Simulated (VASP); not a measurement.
Write the native input for VASP 6.6.1 that does the following.

| Quantity | Value |
| --- | --- |
| Task | single point |
| Functional | PBEsol |
| Potentials or basis | VASP PAW PBE potentials, release 64 (Li_sv, B, C) |
| Cutoff | 520 eV |
| k mesh | 11 × 11 × 4 |
| Occupations | fermi-dirac, width 0.1 eV |
| Spin | no spin polarisation |
| Dipole correction | no |
| Further INCAR settings | ALGO = Normal; EDIFF = 1e-06; NBANDS = 16 |

The structure of LiB2C2 lies in POSCAR:

```
LiB2C2
1.0
    2.7146440000      0.0000000000      0.0000000000
   -1.3573220000      2.3509506662      0.0000000000
    0.0000000000      0.0000000000      7.1180530000
Li B C
1 2 2
Direct
    0.0000000000      0.0000000000      0.5000000000
    0.3333330000      0.6666670000      0.7498130000
    0.6666670000      0.3333330000      0.2501870000
    0.3333330000      0.6666670000      0.2582190000
    0.6666670000      0.3333330000      0.7417810000
```

These files were run (other wordings do the same):

INCAR

```
SYSTEM = LiB2C2
ALGO = Normal
EDIFF = 1E-6
ENCUT = 520
GGA = PS
ISIF = 2
ISMEAR = -1
LASPH = .TRUE.
LCHARG = .FALSE.
LREAL = .FALSE.
LWAVE = .FALSE.
NBANDS = 16
NELM = 100
PREC = Accurate
SIGMA = 0.1
```

KPOINTS

```
k-points
0
G
  11 11 4
  0 0 0
```

Potentials or basis: VASP PAW PBE potentials, release 64 (Li_sv, B, C).

Command:

```bash
$ cat potpaw_PBE.64/Li_sv/POTCAR potpaw_PBE.64/B/POTCAR potpaw_PBE.64/C/POTCAR > POTCAR
$ mpirun -np 1 vasp_std > vasp.out
```

Results of the run:

```
Largest force : 0.037 eV/Å
```

Caveat: the PAW data sets were made with another functional, which shifts forces and pressure a little.

It took 33 s on 1 thread of Intel(R) Xeon(R) Platinum 8259CL CPU @ 2.50GHz (Skylake/Cascade Lake) (shared host), peak memory 0.17 GiB.
